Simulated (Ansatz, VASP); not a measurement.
**Te2Mo in VASP and in Ansatz**

The input INCAR:

```
SYSTEM = Te2Mo
PREC     = Accurate       ! precision mode
ENCUT    = 500            ! plane-wave cutoff, eV
EDIFF    = 1E-6           ! SCF threshold, eV
ISMEAR   = -5             ! smearing method
SIGMA    = 0.1            ! smearing width, eV
LREAL    = .False.        ! projectors in reciprocal space
LASPH    = .True.         ! aspherical terms in the spheres
NELM     = 120            ! most SCF steps
ALGO     = Normal         ! electronic algorithm
ISIF     = 2              ! what is computed and relaxed
LWAVE    = .False.        ! write WAVECAR
LCHARG   = .False.        ! write CHGCAR
GGA      = PE             ! functional
NBANDS   = 20             ! bands
GGA_COMPAT= .False.
```

The input KPOINTS:

```
regular mesh
0
Gamma
  6 6 2
  0 0 0
```

File POSCAR:

```
Te2Mo
1.0
    3.5371201374      0.0000000000      0.0000000000
   -1.7685600687      3.0632358953      0.0000000000
    0.0000000000      0.0000000000      7.8268333715
Te Mo
2 1
Direct
    0.3333333333      0.6666666667      0.7705163254
    0.3333333333      0.6666666667      0.2294836746
    0.0000000000      0.0000000000      0.0000000000
```

Input for Ansatz:

```yaml
crystal:
  lattice:
    - [3.5371201374, 0.0, 0.0]
    - [-1.7685600687, 3.0632358953, 0.0]
    - [0.0, 0.0, 7.8268333715]
  atoms:
    - { symbol: Te, position: [0.3333333333, 0.6666666667, 0.7705163254] }
    - { symbol: Te, position: [0.3333333333, 0.6666666667, 0.2294836746] }
    - { symbol: Mo, position: [0.0, 0.0, 0.0] }
kpoints:
  mp_grid: { grid: [6, 6, 2] }
hamiltonian:
  xc: pbe
scf:
  occupations: { method: tetrahedron }
  n_extra_bands: 4
output:
  forces: true
  stress: true
  eigenvalues: true
```

Alike in both runs: task single point; functional PBE; k mesh 6 × 6 × 2; occupations tetrahedron; no spin polarisation.

|  | VASP | Ansatz |
| --- | --- | --- |
| version | VASP 6.6.1 | Ansatz 0.2.0 |
| potentials or method | VASP PAW PBE potentials, release 64 (Te, Mo_sv) | plane waves |
| plane-wave cutoff (eV) | 500 | 420 |
| valence electrons in the cell | 26 | 46 |

```csv
,VASP,Ansatz,Ansatz less VASP
gap on the k mesh at the Fermi level (eV),1.06,1.06,+0.001
pressure (GPa),1.8,1.8,-0.02
"traceless stress, the component that is largest in VASP (GPa)",0.94,0.88,-0.061
rms of the force components (eV/Å),0.097,0.091,-0.0063
```

Atom by atom the forces differ by 0.006 eV/Å (rms over components). VASP's potentials hold 26 valence electrons a cell and Ansatz's 46, so a difference there can come from the potentials and not from the codes. Ansatz's warnings: band table not solved further, tetrahedron derivatives may miss energy slope.

Spin-orbit coupling is off throughout.
